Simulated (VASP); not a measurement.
Runs of VASP 6.6.1 on SiC (Moissanite). The structure is that of space group P6_3mc (No. 186), or close to it. The cells are those of the table. 

| task | level | cell | cutoff (eV) | gap on the mesh (eV) | pressure (GPa) | relaxed volume (Å³/atom) |
| --- | --- | --- | --- | --- | --- | --- |
| single point | revPBE+D3(BJ) | a = 3.059, b = 3.059, c = 5.021 Å, angles 90.0, 90.0, 120.0°, 4 atoms | 520 | 2.27 | -0.4 | - |
| relaxation of cell and atoms | PBE | relaxed from a = 3.076, b = 3.076, c = 5.048 Å, angles 90.0, 90.0, 120.0°, 4 atoms | 600 | 2.30 | 0.0 | (a) |
| relaxation of cell and atoms | revPBE+D3(BJ) | relaxed from a = 3.076, b = 3.076, c = 5.048 Å, angles 90.0, 90.0, 120.0°, 4 atoms | 600 | 2.27 | 0.0 | 10.15 |
| single point | PBE+D4 | a = 3.072, b = 3.072, c = 5.042 Å, angles 90.0, 90.0, 120.0°, 4 atoms | 520 | 2.27 | -0.1 | - |
| single point | PBE | a = 3.092, b = 3.092, c = 5.074 Å, angles 90.0, 90.0, 120.0°, 4 atoms | 520 | 2.30 | 0.0 | - |

Alike in all rows: potentials or basis VASP PAW PBE potentials, release 64 (Si, C); no spin polarisation; k mesh 12 × 12 × 4; smearing gaussian 0.01 eV.

Question: Fill in the values left out.

Answer: (a) 10.49.

Caveats: the PAW data sets were made with another functional, which shifts forces and pressure a little (some runs).

A k mesh can miss the band edges.
